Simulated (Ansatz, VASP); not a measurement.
**Two plane-wave programs on TaPbO4**

```
Ta Pb O
1.0
     0.00000    3.53870    3.53870
     3.53870    0.00000    3.53870
     3.53870    3.53870    0.00000
Ta Pb O
1 1 4
Direct
  0.75000 0.75000 0.75000
  0.00000 0.00000 0.00000
  0.87470 0.37510 0.37510
  0.37510 0.37510 0.37510
  0.37510 0.87470 0.37510
  0.37510 0.37510 0.87470
```

Change from the starting cell: species swapped into the ZrTaCo4 type (F-43m, No. 216).

Alike in both runs: task single point; functional PBE; k mesh 4 × 4 × 4; occupations gaussian, width 0.1 eV; no spin polarisation.

|  | VASP | Ansatz |
| --- | --- | --- |
| version | VASP 6.6.1 | Ansatz 0.2.0 |
| potentials or method | VASP PAW PBE potentials, release 64 (Ta_pv, Pb_d, O), cutoff 600 eV | scalar-relativistic, plane waves, PAW |
| valence electrons in the cell | 49 | 51 |

Ansatz gave:

```
gap on the k mesh at the Fermi level (eV) : none
pressure (GPa)                            : -20.1
rms of the force components (eV/Å)        : 0.121
```

Estimate VASP's values.

gap on the k mesh at the Fermi level (eV): none; pressure (GPa): -20.3; rms of the force components (eV/Å): 0.120.

Atom by atom the forces differ by 0.001 eV/Å (rms over components). A gap of «none» marks a metal or a gap that the smearing closes. VASP's potentials hold 49 valence electrons a cell and Ansatz's 51, so a difference there can come from the potentials and not from the codes.

The k mesh is coarse, so the values compare programs but aren't converged. Neither program's run includes spin-orbit coupling.
